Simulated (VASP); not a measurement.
# Tc (Im-3m) in VASP: further runs

The runs below take Tc through single point, with PBE, r2SCAN.

All numbers are computed with VASP 6.6.1; they aren't measurements. Logs are shortened: lines on timing, memory, paths and dates and some standing lists are left out, and cuts for length are marked.

## (1) The cell of the first run

The structure is cubic, space group Im-3m (No. 229). The conventional cell has a = 3.080 Å, b = 3.080 Å, c = 3.080 Å, α = 90.00°, β = 90.00°, γ = 90.00°. Within 3.5 Å of Tc (site symmetry m-3m) lie 14 Tc at 2.67 to 3.08 Å.

This isn't the form of Tc at room conditions, which is hcp.

## (2) Single point, PBE (14.61 Å³/atom)

File INCAR:

```
  PREC = Accurate
  ENCUT = 520
  EDIFF = 1E-6
  ISMEAR = 0
  SIGMA = 0.05
  LREAL = False
  LASPH = True
  NELM = 60
  ALGO = Normal
  ISIF = 2
  LWAVE = False
  LCHARG = False
  GGA = PE
  NBANDS = 12
```

File KPOINTS:

```
Automatic mesh
0
Gamma
  10 10 10
```

File POSCAR:

```
Tc
1.0
   -1.5401792766      1.5401792766      1.5401792766
    1.5401792766     -1.5401792766      1.5401792766
    1.5401792766      1.5401792766     -1.5401792766
Tc
1
Direct
    0.0000000000      0.0000000000      0.0000000000
```

Potentials or basis: VASP PAW PBE potentials, release 64 (Tc_pv).

Command:

```sh
$ cat potpaw_PBE.64/Tc_pv/POTCAR > POTCAR
$ mpirun -np 1 vasp_std > vasp.out
```

OUTCAR:

```text
PREC = Accurate
   ENCUT = 520
   EDIFF = 1E-6
   ISMEAR = 0
   LREAL = False
   LASPH = True
   NELM = 60
   ISIF = 2
   GGA = PE

 ion  position               nearest neighbor table
   1  0.000  0.000  0.000-

  LATTYP: Found a body centered cubic cell.
 ALAT       =     3.0803585532

  Lattice vectors:

 A1 = (  -1.5401792766,   1.5401792766,   1.5401792766)
 A2 = (   1.5401792766,  -1.5401792766,   1.5401792766)
 A3 = (   1.5401792766,   1.5401792766,  -1.5401792766)

Analysis of symmetry for initial positions (statically):
=====================================================================
 Subroutine PRICEL returns:
 Original cell was already a primitive cell.

 Routine SETGRP: Setting up the symmetry group for a
 body centered cubic supercell.

 Subroutine GETGRP returns: Found 48 space group operations
 (whereof 48 operations were pure point group operations)
 out of a pool of 48 trial point group operations.

The static configuration has the point symmetry O_h .

Analysis of symmetry for dynamics (positions and initial velocities):
=====================================================================
 Subroutine PRICEL returns:
 Original cell was already a primitive cell.

 Routine SETGRP: Setting up the symmetry group for a
 body centered cubic supercell.

 Subroutine GETGRP returns: Found 48 space group operations
 (whereof 48 operations were pure point group operations)
 out of a pool of 48 trial point group operations.

The dynamic configuration has the point symmetry O_h .

 Subroutine INISYM returns: Found 48 space group operations
 (whereof 48 operations are pure point group operations),
 and found     1 'primitive' translations

----------------------------------------------------------------------------------------

                                     Primitive cell

  volume of cell :      14.6142

  direct lattice vectors                    reciprocal lattice vectors
    -1.540179277  1.540179277  1.540179277     0.000000000  0.324637533  0.324637533
     1.540179277 -1.540179277  1.540179277     0.324637533  0.000000000  0.324637533
     1.540179277  1.540179277 -1.540179277     0.324637533  0.324637533  0.000000000

  length of vectors
     2.667668760  2.667668760  2.667668760     0.459106801  0.459106801  0.459106801

  position of ions in fractional coordinates (direct lattice)
     0.000000000  0.000000000  0.000000000

  ion indices of the primitive-cell ions
   primitive index   ion index
[... 74 lines left out ...]
   LREAL  =      F    real-space projection
   EDIFFG = 0.1E-04   stopping-criterion for IOM
   NSW    =      0    number of steps for IOM
   IBRION =     -1    ionic relax: 0-MD 1-quasi-New 2-CG
   NFREE  =      0    steps in history (QN), initial steepest desc. (CG)
   ISIF   =      2    stress and relaxation
   ISYM   =      2    0-nonsym 1-usesym 2-fastsym
   POTIM  = 0.5000    time-step for ionic-motion
   TEBEG  =    0.0;   TEEND  =   0.0 temperature during run
   PSTRESS=    0.0 pullay stress
   NELECT =      13.0000    total number of electrons
   NUPDOWN=      -1.0000    fix difference up-down
   EMIN   =  10.00;   EMAX   =-10.00  energy-range for DOS
   EFERMI =   0.00;   METHOD = LEGACY
   ISMEAR =     0;   SIGMA  =   0.05  broadening in eV -4-tet -1-fermi 0-gaus
   EFERMI_NEDOS =   21; number of points for ismear=-14 and -15
   IALGO  =     38    algorithm
   IMIX   =      4    mixing-type and parameters
     AMIX     =   0.40;   BMIX     =  1.00
     AMIX_MAG =   1.60;   BMIX_MAG =  1.00
  volume/ion in A,a.u.               =      14.61        98.62
  Fermi-wavevector in a.u.,A,eV,Ry     =   1.574459  2.975296 33.727768  2.478921
  Thomas-Fermi vector in A             =   2.675590
   LORBIT       =      0    0 simple, 1 ext, 2 COOP (PROOUT), +10 PAW based schemes
   GGA     = PE    functional components
   LHFCALC =     F    Hartree Fock is set to
   AEXX    =    0.0000 exact exchange contribution
   IVDW    =     0    specifies the selected vdW correction
   LEPSILON=     F    determine dielectric tensor
   LRPA    =     F    only Hartree local field effects (RPA)
 non-spin polarized calculation
 Gauss-broadening in eV      SIGMA  =   0.05
  energy-cutoff  :      520.00
  volume of cell :       14.61
 maximum number of plane-waves:       410
   NGX =  9   NGY =  9   NGZ =  9

 number of electron      13.0000002 magnetization

 Free energy of the ion-electron system (eV)
  ---------------------------------------------------
  ext. energy  EPLUGINS =         0.00000000
  ---------------------------------------------------
  free energy    TOTEN  =       -10.09311014 eV

  energy without entropy =      -10.08994089  energy(sigma->0) =      -10.09152551

 E-fermi :  12.8924     XC(G=0): -13.6852

 val. band max:       12.8863647710   @ k =   0.5000   0.5000   0.3000
 cond. band min:      12.8956802880   @ k =   0.2000   0.0000   0.0000
 fundamental gap:      0.0093155170
 Fermi energy:        12.8924295383

 k-point     1 :       0.0000    0.0000    0.0000
  band No.  band energies     occupation
      1     -25.9466      2.00000
      2     -25.9466      2.00000
      3     -25.9466      2.00000
      4       5.0653      2.00000
      5      10.5605      2.00000
      6      10.5605      2.00000
      7      10.5605      2.00000
      8      13.4454      0.00000
      9      13.4454      0.00000
     10      28.7404      0.00000
     11      28.7404      0.00000
     12      28.7404      0.00000
[... 331 lines left out ...]
 k-point    24 :      -0.3000    0.3000    0.1000
  band No.  band energies     occupation
      1     -26.7291      2.00000
      2     -26.2446      2.00000
      3     -26.0406      2.00000
      4       7.6080      2.00000
      5       9.6379      2.00000
      6      10.4976      2.00000
      7      12.4404      2.00000
      8      13.6241      0.00000
      9      14.4196      0.00000
     10      27.5430      0.00000
     11      28.7525      0.00000
     12      33.1354      0.00000

 [... further k-points ...]
[... 5 lines left out ...]
  --------------------------------------------------------------------------------------
  -------------------------------------------------------------------------------------
  Total       -0.0589539     -0.0589539     -0.0589539     -0.0000000      0.0000000      0.0000000
  in kB       -6.4632237     -6.4632237     -6.4632237     -0.0000000      0.0000000      0.0000000
  external PRESSURE =      -6.4632237 kB  Pullay stress =       0.0000000 kB

 VOLUME and BASIS-vectors are now :
 -----------------------------------------------------------------------------
  energy-cutoff  :      520.00
  volume of cell :       14.61
      direct lattice vectors                 reciprocal lattice vectors
    -1.540179277  1.540179277  1.540179277     0.000000000  0.324637533  0.324637533
     1.540179277 -1.540179277  1.540179277     0.324637533  0.000000000  0.324637533
     1.540179277  1.540179277 -1.540179277     0.324637533  0.324637533  0.000000000

 POSITION                                       TOTAL-FORCE (eV/Angst)
 -----------------------------------------------------------------------------------
      0.00000      0.00000      0.00000         0.000000      0.000000     -0.000000
 -----------------------------------------------------------------------------------
    total drift:                                0.000000      0.000000      0.000000

  FREE ENERGIE OF THE ION-ELECTRON SYSTEM (eV)
  ---------------------------------------------------
  free  energy   TOTEN  =       -10.0931101423 eV

  energy  without entropy=      -10.0899408859  energy(sigma->0) =      -10.09152551
```

It took 5.8 s on 1 thread of Intel Xeon 8259CL, shared host; peak memory 0.12 GiB.

Results:

```
Free energy            : -10.0931 eV
Pressure               : -0.6 GPa
Band gap on the k mesh : zero (an odd number of electrons rules out a gap without spin polarisation)
```

## (3) Single point, r2SCAN (14.15 Å³/atom)

This run uses another cell than the first one, of 14.15 Å³/atom.

File POSCAR:

```
Tc
1.0
   -1.5238212184      1.5238212184      1.5238212184
    1.5238212184     -1.5238212184      1.5238212184
    1.5238212184      1.5238212184     -1.5238212184
Tc
1
Direct
    0.0000000000      0.0000000000      0.0000000000
```

File INCAR.step1:

```
SYSTEM = Tc
PREC     = Accurate       ! precision mode
ENCUT    = 520            ! plane-wave cutoff, eV
ISMEAR   = 0              ! smearing method
SIGMA    = 0.05           ! smearing width, eV
LREAL    = .FALSE.        ! projectors in reciprocal space
LASPH    = .TRUE.         ! aspherical terms in the spheres
NELM     = 60             ! most SCF steps
NBANDS   = 12             ! bands
GGA      = PE             ! functional
ALGO     = Normal         ! electronic algorithm
EDIFF    = 1E-4           ! SCF threshold, eV
LWAVE    = .TRUE.         ! write WAVECAR
LCHARG   = .FALSE.        ! write CHGCAR
```

File INCAR.step2:

```
SYSTEM = Tc
PREC     = Accurate       ! precision mode
ENCUT    = 520            ! plane-wave cutoff, eV
EDIFF    = 1E-6           ! SCF threshold, eV
ISMEAR   = 0              ! smearing method
SIGMA    = 0.05           ! smearing width, eV
LREAL    = .FALSE.        ! projectors in reciprocal space
LASPH    = .TRUE.         ! aspherical terms in the spheres
NELM     = 60             ! most SCF steps
ALGO     = Normal         ! electronic algorithm
ISIF     = 2              ! what is computed and relaxed
LWAVE    = .FALSE.        ! write WAVECAR
LCHARG   = .TRUE.         ! write CHGCAR
METAGGA  = R2SCAN         ! meta-GGA
LMIXTAU  = .TRUE.       
LELF     = .TRUE.         ! ELF
LVHAR    = .TRUE.       
NBANDS   = 12             ! bands
ISTART   = 1
```

File KPOINTS:

```
regular mesh
0
G
  20 20 20
  0 0 0
```

Potentials or basis: VASP PAW PBE potentials, release 64 (Tc_pv).

Command:

```sh
$ cat potpaw_PBE.64/Tc_pv/POTCAR > POTCAR
$ cp INCAR.step1 INCAR
$ mpirun -np 1 vasp_std > vasp.out
$ cp INCAR.step2 INCAR
$ mpirun -np 1 vasp_std > vasp.out
```

Run time: 2.2 min. Hardware: 1 thread of Intel Xeon 8259CL, shared host; peak memory 0.16 GiB.

The run converged. Its results:

| Quantity | Value |
| --- | --- |
| Free energy | -25.7446 eV |
| Pressure | 5.9 GPa |
| Band gap on the k mesh | zero (an odd number of electrons rules out a gap without spin polarisation) |

Levels at points of the mesh, in eV from the Fermi level:
| k point | band 3 | band 4 | band 5 | band 6 | band 7 | band 8 | band 9 | band 10 |
| --- | --- | --- | --- | --- | --- | --- | --- | --- |
| (0.00, 0.00, 0.00) | -40.14 | -8.51 | -2.63 | -2.63 | -2.63 | 0.66 | 0.66 | 16.54 |
| (0.50, 0.00, 0.00) | -40.15 | -6.61 | -4.73 | 0.63 | 1.19 | 1.27 | 3.57 | 11.74 |
| (0.50, 0.50, 0.50) | -41.13 | -6.72 | -6.72 | 2.83 | 2.83 | 2.83 | 9.63 | 9.63 |

Caveat: the cell stands under pressure; the PAW data sets were made with another functional, which shifts forces and pressure a little.

(Part 1 of 2 ends here.)
